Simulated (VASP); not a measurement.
**Bi: single point with r2SCAN**

Bi:

```
Bi
1.0
     2.26200    1.30597    4.15489
    -2.26200    1.30597    4.15489
     0.00000   -2.61193    4.15489
Bi
2
Direct
  0.23101 0.23101 0.23101
  0.76899 0.76899 0.76899
```

```
Program             : VASP 6.6.1
Task                : single point
Functional          : r2SCAN
Potentials or basis : VASP PAW PBE potentials, release 64 (Bi_d)
Cutoff              : 520 eV
k mesh              : 6 × 6 × 6
Occupations         : gaussian, width 0.1 eV
Spin                : no spin polarisation
```

```
Pressure      : 0.0 GPa
Largest force : 0.010 eV/Å
```

Forces on the atoms (eV/Å):
```
Bi   0.000  0.000 -0.010
Bi   0.000  0.000  0.010
```

Stress tensor (GPa, compression positive):
```
 0.08  0.00  0.00
 0.00  0.08  0.00
 0.00  0.00 -0.21
```

Levels at points of the mesh, in eV from the Fermi level:
```
           k point  band 13  band 14  band 15  band 16  band 17  band 18
(0.00, 0.00, 0.00)    -1.69    -1.11    -1.11     2.36     2.98     2.98
(0.50, 0.00, 0.00)    -1.76    -1.40    -0.31     0.02     0.76     1.48
(0.50, 0.50, 0.00)    -4.54    -3.02    -2.76     2.58     4.92     5.81
(0.50, 0.50, 0.50)    -0.67    -0.60    -0.60     1.12     1.12     1.13
```

Run time: 7.4 min on 1 thread of Intel Xeon 8259CL, with other jobs on the host, peak memory 0.26 GiB.

Caveat: the PAW data sets were made with another functional, which shifts forces and pressure a little; spin-orbit coupling is left out, which moves the levels of the heavy elements.
